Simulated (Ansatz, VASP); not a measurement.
## Tl in VASP and in Ansatz

POSCAR

```
Tl
1.0
    3.2237472014      0.0000000000      0.0000000000
    0.0000000000      3.2237472014      0.0000000000
    0.0000000000      0.0000000000      3.2237472014
Tl
1
Direct
    0.0000000000      0.0000000000      0.0000000000
```

Contents of INCAR.step1:

```
  ALGO = Normal
  EDIFF = 1E-4
  ENCUT = 520
  GGA = PE
  ISMEAR = -1
  LASPH = T
  LCHARG = F
  LREAL = F
  LWAVE = T
  NBANDS = 12
  NELM = 80
  PREC = Accurate
  SIGMA = 0.1
```

Contents of INCAR.step2:

```
  ALGO = Normal
  EDIFF = 1E-6
  ENCUT = 520
  ISIF = 2
  ISMEAR = -1
  ISTART = 1
  LASPH = T
  LCHARG = F
  LMIXTAU = T
  LREAL = F
  LWAVE = F
  METAGGA = R2SCAN
  NBANDS = 12
  NELM = 80
  PREC = Accurate
  SIGMA = 0.1
```

Contents of KPOINTS:

```
k-points
0
Gamma
  11 11 11
```

Input for Ansatz:

```yaml
crystal:
  lattice:
    - [3.2237472014, 0.0, 0.0]
    - [0.0, 3.2237472014, 0.0]
    - [0.0, 0.0, 3.2237472014]
  atoms:
    - { symbol: Tl, position: [0.0, 0.0, 0.0] }
hamiltonian:
  xc: r2scan
  pseudopotentials:
    kind: paw
    azcp:
      Tl: "pseudopotentials/Tl.paw.azcp"
basis:
  ecutwfc: 500
  fft_grid_basis: typed
kpoints:
  mp_grid: { grid: [11, 11, 11], shift: [0, 0, 0] }
magnetization:
  spin_polarized: false
scf:
  occupations: { method: fermi_dirac, width: 0.1 }
  lower_state_search: "off"
output:
  stress: true
```

Alike in both runs: task single point; functional r2SCAN; k mesh 11 × 11 × 11; occupations fermi-dirac, width 0.1 eV; no spin polarisation.

|  | VASP | Ansatz |
| --- | --- | --- |
| version | VASP 6.6.1 | Ansatz 0.2.0 |
| potentials or method | VASP PAW PBE potentials, release 64 (Tl_d), cutoff 520 eV | plane waves (500 eV) with PAW, scalar-relativistic |
| valence electrons in the cell | 13 | 13 |

|  | VASP | Ansatz | Ansatz less VASP |
| --- | --- | --- | --- |
| pressure (GPa) | -0.8 | -0.8 | +0.03 |

VASP's potentials were made for PBE, not for r2SCAN.

Spin-orbit coupling is off throughout.
